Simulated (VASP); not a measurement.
# SiC (Pmn2_1) in VASP: a series of runs, part 2 of 2

VASP 6.6.1. The steps go on from the part before.

### 3 Single point, PBE (the distance across one plane changed)

INCAR

```
  PREC = Accurate
  ENCUT = 520
  EDIFF = 1E-6
  ISMEAR = 0
  SIGMA = 0.05
  LREAL = F
  LASPH = T
  NELM = 100
  ALGO = Normal
  ISIF = 2
  LWAVE = F
  LCHARG = T
  GGA = PE
  LELF = T
  LVHAR = T
  NBANDS = 36
```

KPOINTS

```
Automatic mesh
0
Gamma
  6 9 3
```

POSCAR

```
SiC
1.0
    4.3480000000      0.0000000000      0.0000000000
    0.0000000000      2.1740000000     -2.1740000000
    0.0000000000      7.5826601718      7.5826601718
Si C
6 6
Direct
    0.0000000000      0.0000000000      0.7884292800
    0.5000000000      0.5000000000      0.0716623570
    0.0000000000      0.0000000000      0.2150157416
    0.5000000000      0.5000000000      0.3583691262
    0.0000000000      0.0000000000      0.5017225108
    0.5000000000      0.5000000000      0.6450758954
    0.7500000000      0.0000000000      0.3583691262
    0.2500000000      0.5000000000      0.5017225108
    0.7500000000      0.0000000000      0.6450758954
    0.2500000000      0.5000000000      0.7884292800
    0.7500000000      0.0000000000      0.0716623570
    0.2500000000      0.5000000000      0.2150157416
```

Potentials or basis: VASP PAW PBE potentials, release 64 (Si, C).

Launch:

```
> cat potpaw_PBE.64/Si/POTCAR potpaw_PBE.64/C/POTCAR > POTCAR
> mpirun -np 1 vasp_std > vasp.out
```

OUTCAR:

```text
PREC = Accurate
   ENCUT = 520
   EDIFF = 1E-6
   ISMEAR = 0
   LREAL = F
   LASPH = T
   NELM = 100
   ISIF = 2
   GGA = PE

 ion  position               nearest neighbor table
   1  0.000  0.000  0.788-   9 1.88  10 1.88  10 1.88   5 3.07   6 3.07   6 3.07   6 3.07   6 3.07

   2  0.500  0.500  0.072-  12 1.88  11 1.88  11 1.88   4 3.07   3 3.07   3 3.07   3 3.07   3 3.07

   3  0.000  0.000  0.215-  11 1.88   7 1.88  12 1.88  12 1.88   5 3.07   2 3.07   2 3.07   2 3.07
                             2 3.07   4 3.07   4 3.07   4 3.07   4 3.07
   4  0.500  0.500  0.358-   8 1.88  12 1.88   7 1.88   7 1.88   6 3.07   2 3.07   5 3.07   5 3.07
                             5 3.07   5 3.07   3 3.07   3 3.07   3 3.07   3 3.07
   5  0.000  0.000  0.502-   7 1.88   9 1.88   8 1.88   8 1.88   1 3.07   3 3.07   4 3.07   4 3.07
                             6 3.07   6 3.07   4 3.07   6 3.07   4 3.07   6 3.07
   6  0.500  0.500  0.645-   8 1.88  10 1.88   9 1.88   9 1.88   4 3.07   5 3.07   5 3.07   5 3.07
                             5 3.07   1 3.07   1 3.07   1 3.07   1 3.07
   7  0.750  0.000  0.358-   5 1.88   3 1.88   4 1.88   4 1.88
   8  0.250  0.500  0.502-   4 1.88   6 1.88   5 1.88   5 1.88
   9  0.750  0.000  0.645-   5 1.88   1 1.88   6 1.88   6 1.88
  10  0.250  0.500  0.788-   6 1.88   1 1.88   1 1.88
  11  0.750  0.000  0.072-   3 1.88   2 1.88   2 1.88
  12  0.250  0.500  0.215-   2 1.88   4 1.88   3 1.88   3 1.88

  LATTYP: Found a simple orthorhombic cell.
 ALAT       =     3.0745002846
 B/A-ratio  =     1.4142135624
 C/A-ratio  =     3.4878841637

  Lattice vectors:

 A1 = (   0.0000000000,  -2.1740000000,   2.1740000000)
 A2 = (   4.3480000000,   0.0000000000,   0.0000000000)
 A3 = (   0.0000000000,   7.5826601718,   7.5826601718)

Analysis of symmetry for initial positions (statically):
=====================================================================
 Subroutine PRICEL returns:
 Original cell was already a primitive cell.

 Routine SETGRP: Setting up the symmetry group for a
 simple orthorhombic supercell.

 Subroutine GETGRP returns: Found  4 space group operations
 (whereof  2 operations were pure point group operations)
 out of a pool of  8 trial point group operations.

The static configuration has the point symmetry C_1h.
 The point group associated with its full space group is C_2v.

Analysis of symmetry for dynamics (positions and initial velocities):
=====================================================================
 Subroutine PRICEL returns:
 Original cell was already a primitive cell.

 Routine SETGRP: Setting up the symmetry group for a
 simple orthorhombic supercell.

 Subroutine GETGRP returns: Found  4 space group operations
 (whereof  2 operations were pure point group operations)
 out of a pool of  8 trial point group operations.

The dynamic configuration has the point symmetry C_1h.
 The point group associated with its full space group is C_2v.

 Subroutine INISYM returns: Found  4 space group operations
 (whereof  2 operations are pure point group operations),
 and found     1 'primitive' translations

----------------------------------------------------------------------------------------
[... 96 lines left out ...]
   number of dos      NEDOS =    301   number of ions     NIONS =     12
   total plane-waves  NPLWV =  61440
   dimension x,y,z NGX =    32 NGY =   24 NGZ =   80
   dimension x,y,z NGXF=    64 NGYF=   48 NGZF=  160
   ions per type =               6   6
   NGX,Y,Z   is equivalent  to a cutoff of  12.24, 12.98, 12.40 a.u.
   NGXF,Y,Z  is equivalent  to a cutoff of  24.47, 25.95, 24.80 a.u.
 SYSTEM =  unknown system
   PREC   = accura    normal or accurate (medium, high low for compatibility)
   ISTART =      0    job   : 0-new  1-cont  2-samecut
   ICHARG =      2    charge: 1-file 2-atom 10-const
   ISPIN  =      1    spin polarized calculation?
   LNONCOLLINEAR =      F non collinear calculations
   LSORBIT =      F    spin-orbit coupling
   LASPH  =      T    aspherical Exc in radial PAW
   ENCUT  =  520.0 eV  38.22 Ry    6.18 a.u.   8.08  5.72 19.94*2*pi/ulx,y,z
   NELM   =    100;   NELMIN=  2; NELMDL= -5     # of ELM steps
   EDIFF  = 0.1E-05   stopping-criterion for ELM
   LREAL  =      F    real-space projection
   EDIFFG = 0.1E-04   stopping-criterion for IOM
   NSW    =      0    number of steps for IOM
   IBRION =     -1    ionic relax: 0-MD 1-quasi-New 2-CG
   NFREE  =      0    steps in history (QN), initial steepest desc. (CG)
   ISIF   =      2    stress and relaxation
   ISYM   =      2    0-nonsym 1-usesym 2-fastsym
   POTIM  = 0.5000    time-step for ionic-motion
   TEBEG  =    0.0;   TEEND  =   0.0 temperature during run
   PSTRESS=    0.0 pullay stress
   NELECT =      48.0000    total number of electrons
   NUPDOWN=      -1.0000    fix difference up-down
   EMIN   =  10.00;   EMAX   =-10.00  energy-range for DOS
   EFERMI =   0.00;   METHOD = LEGACY
   ISMEAR =     0;   SIGMA  =   0.05  broadening in eV -4-tet -1-fermi 0-gaus
   EFERMI_NEDOS =   21; number of points for ismear=-14 and -15
   IALGO  =     38    algorithm
   IMIX   =      4    mixing-type and parameters
     AMIX     =   0.40;   BMIX     =  1.00
     AMIX_MAG =   1.60;   BMIX_MAG =  1.00
  volume/ion in A,a.u.               =      11.95        80.62
  Fermi-wavevector in a.u.,A,eV,Ry     =   1.136811  2.148262 17.583350  1.292340
  Thomas-Fermi vector in A             =   2.273516
   LORBIT       =      0    0 simple, 1 ext, 2 COOP (PROOUT), +10 PAW based schemes
   GGA     = PE    functional components
   LHFCALC =     F    Hartree Fock is set to
   AEXX    =    0.0000 exact exchange contribution
   IVDW    =     0    specifies the selected vdW correction
   LEPSILON=     F    determine dielectric tensor
   LRPA    =     F    only Hartree local field effects (RPA)
 non-spin polarized calculation
 Gauss-broadening in eV      SIGMA  =   0.05
  energy-cutoff  :      520.00
  volume of cell :      143.35
 maximum number of plane-waves:      3880
   NGX = 17   NGY = 11   NGZ = 39

 number of electron      48.0000001 magnetization

 Free energy of the ion-electron system (eV)
  ---------------------------------------------------
  ext. energy  EPLUGINS =         0.00000000
  ---------------------------------------------------
  free energy    TOTEN  =       -85.34822135 eV

  energy without entropy =      -85.34822135  energy(sigma->0) =      -85.34822135

 E-fermi :   6.8382     XC(G=0): -10.6065

 val. band max:        6.6152109887   @ k =   0.1667   0.3333   0.0000
 cond. band min:       7.3847530357   @ k =   0.0000   0.4444   0.0000
 fundamental gap:      0.7695420470
 Fermi energy:         6.8381576355

 k-point     1 :       0.0000    0.0000    0.0000
  band No.  band energies     occupation
      1      -8.9803      2.00000
      2      -7.9660      2.00000
      3      -6.6135      2.00000
      4      -4.8709      2.00000
      5      -4.0666      2.00000
      6      -4.0252      2.00000
[... 925 lines left out ...]
     35      13.7452      0.00000
     36      13.7479      0.00000

 [... further k-points ...]

------------------------ aborting loop because EDIFF is reached ----------------------------------------

  FORCE on cell =-STRESS in cart. coord.  units (eV):
  Direction    XX          YY          ZZ          XY          YZ          ZX
  --------------------------------------------------------------------------------------
  -------------------------------------------------------------------------------------
  Total       -1.1709455     -2.6058653     -2.6058653      0.0000000     -4.3620538      0.0000000
  in kB      -13.0871960    -29.1247283    -29.1247283      0.0000000    -48.7529545      0.0000000
  external PRESSURE =     -23.7788842 kB  Pullay stress =       0.0000000 kB

 VOLUME and BASIS-vectors are now :
 -----------------------------------------------------------------------------
  energy-cutoff  :      520.00
  volume of cell :      143.35
      direct lattice vectors                 reciprocal lattice vectors
     4.348000000  0.000000000  0.000000000     0.229990800  0.000000000  0.000000000
     0.000000000  2.174000000 -2.174000000     0.000000000  0.229990800 -0.229990800
     0.000000000  7.582660172  7.582660172     0.000000000  0.065939919  0.065939919

 POSITION                                       TOTAL-FORCE (eV/Angst)
 -----------------------------------------------------------------------------------
      0.00000      5.97839      5.97839         2.336560      0.057781      0.057781
      2.17400      1.63039     -0.54361         2.336560     -0.057781     -0.057781
      0.00000      1.63039      1.63039        -0.285827     -0.574557     -0.574557
      2.17400      3.80439      1.63039         0.298423      0.001098      0.001098
      0.00000      3.80439      3.80439         0.298423     -0.001098     -0.001098
      2.17400      5.97839      3.80439        -0.285827      0.574557      0.574557
      3.26100      2.71739      2.71739        -0.116769      0.186623      0.186623
      1.08700      4.89139      2.71739        -0.116769     -0.186623     -0.186623
      3.26100      4.89139      4.89139        -0.724452      0.379638      0.379638
      1.08700      7.06539      4.89139        -1.507936      0.773120      0.773120
      3.26100      0.54339      0.54339        -1.507936     -0.773120     -0.773120
      1.08700      2.71739      0.54339        -0.724452     -0.379638     -0.379638
 -----------------------------------------------------------------------------------
    total drift:                               -0.000077     -0.000013     -0.000013

  FREE ENERGIE OF THE ION-ELECTRON SYSTEM (eV)
  ---------------------------------------------------
  free  energy   TOTEN  =       -85.3482213478 eV

  energy  without entropy=      -85.3482213478  energy(sigma->0) =      -85.34822135
```

Run time: 4 min. Hardware: 1 thread of Intel Xeon 8259CL, shared host; peak memory 0.32 GiB.

What came out:

- Free energy: -85.3482 eV
- Pressure: -2.4 GPa
- Largest force: 2.338 eV/Å
- Band gap on the k mesh: 0.77 eV (least direct gap 0.95 eV)

Forces on the atoms (eV/Å):
```
Si   2.337  0.058  0.058
Si   2.337 -0.058 -0.058
Si  -0.286 -0.575 -0.575
Si   0.298  0.001  0.001
Si   0.298 -0.001 -0.001
Si  -0.286  0.575  0.575
C   -0.117  0.187  0.187
C   -0.117 -0.187 -0.187
C   -0.724  0.380  0.380
C   -1.508  0.773  0.773
C   -1.508 -0.773 -0.773
C   -0.724 -0.380 -0.380
```

Caveat: the cell differs from its parent crystal (the distance across one plane changed); an odd mesh through Γ misses points on the zone boundary, where band edges can lie; forces of over 1 eV/Å act on the atoms, so gaps and moduli don't describe the material at rest.
